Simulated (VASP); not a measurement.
Input of a VASP 6.6.1 run:

File INCAR:

```
SYSTEM = AlN
ALGO = Normal ; EDIFF = 1E-6
ENCUT = 520 ; GGA = CA
ISIF = 2 ; ISMEAR = -1
LASPH = .TRUE. ; LCHARG = .TRUE.
LELF = .TRUE. ; LREAL = .FALSE.
LVHAR = .TRUE. ; LWAVE = .FALSE.
NBANDS = 11 ; NELM = 80
PREC = Accurate ; SIGMA = 0.05
```

KPOINTS

```
k-points
0
G
  11 11 11
  0 0 0
```

Contents of POSCAR:

```
AlN
1.0
    0.0000000000      2.0612910439      2.0612910439
    2.0612910439      0.0000000000      2.0612910439
    2.0612910439      2.0612910439      0.0000000000
Al N
1 1
Direct
    0.5000000000      0.5000000000      0.5000000000
    0.0000000000      0.0000000000      0.0000000000
```

Potentials or basis: VASP PAW LDA potentials, release 64 (Al, N).

Command:

```console
$ cat potpaw_LDA.64/Al/POTCAR potpaw_LDA.64/N/POTCAR > POTCAR
$ mpirun -np 1 vasp_std > vasp.out
```

(1) Predict the pressure.

(2) Estimate the band gap on the k mesh.

Results:

(1) -18.9 GPa.

(2) 4.04 eV, indirect (least direct gap 4.95 eV).
